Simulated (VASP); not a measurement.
Set up this calculation in VASP 6.6.1, as the native input.

- Task: single point
- Functional: LDA
- Potentials or basis: VASP PAW LDA potentials, release 64 (W_sv, S)
- Cutoff: 520 eV
- k mesh: 12 × 12 × 2
- Occupations: gaussian, width 0.05 eV
- Spin: no spin polarisation
- Dipole correction: no
- Further INCAR settings: ALGO = Normal; EDIFF = 1e-06; NBANDS = 35

The structure of WS2 lies in POSCAR:

```
WS2
1.0
    3.0482563621      0.0859764615      0.0859764615
   -1.4496703813      2.5968792161      0.0314695690
    0.6419207899      0.6419207899     22.7590098241
W S
2 4
Direct
    0.3333333333      0.6666666667      0.6302757360
    0.6666666667      0.3333333333      0.3697242640
    0.3333333333      0.6666666667      0.3028928957
    0.6666666667      0.3333333333      0.5633280735
    0.3333333333      0.6666666667      0.4366719265
    0.6666666667      0.3333333333      0.6971071043
```

These files were run (other wordings do the same):

INCAR

```
PREC = Accurate
ENCUT = 520
EDIFF = 1E-6
ISMEAR = 0
SIGMA = 0.05
LREAL = F
LASPH = T
NELM = 100
ALGO = Normal
ISIF = 2
LWAVE = F
LCHARG = F
NBANDS = 35
```

KPOINTS

```
Automatic mesh
0
Gamma
  12 12 2
```

Potentials or basis: VASP PAW LDA potentials, release 64 (W_sv, S).

The run is started by

```console
$ cat potpaw_LDA.64/W_sv/POTCAR potpaw_LDA.64/S/POTCAR > POTCAR
$ mpirun -np 1 vasp_std > vasp.out
```

Results of the run:

* Largest force: 2.548 eV/Å
* Band gap on the k mesh: 1.26 eV (least direct gap 2.10 eV)

Caveat: there is no dipole correction, which matters where the two faces differ; spin-orbit coupling is left out, which moves the levels of the heavy elements.

Run time: 26 min on 1 thread of Oxide Virtual Turin-like Processor, with other jobs on the host, peak memory 0.75 GiB.
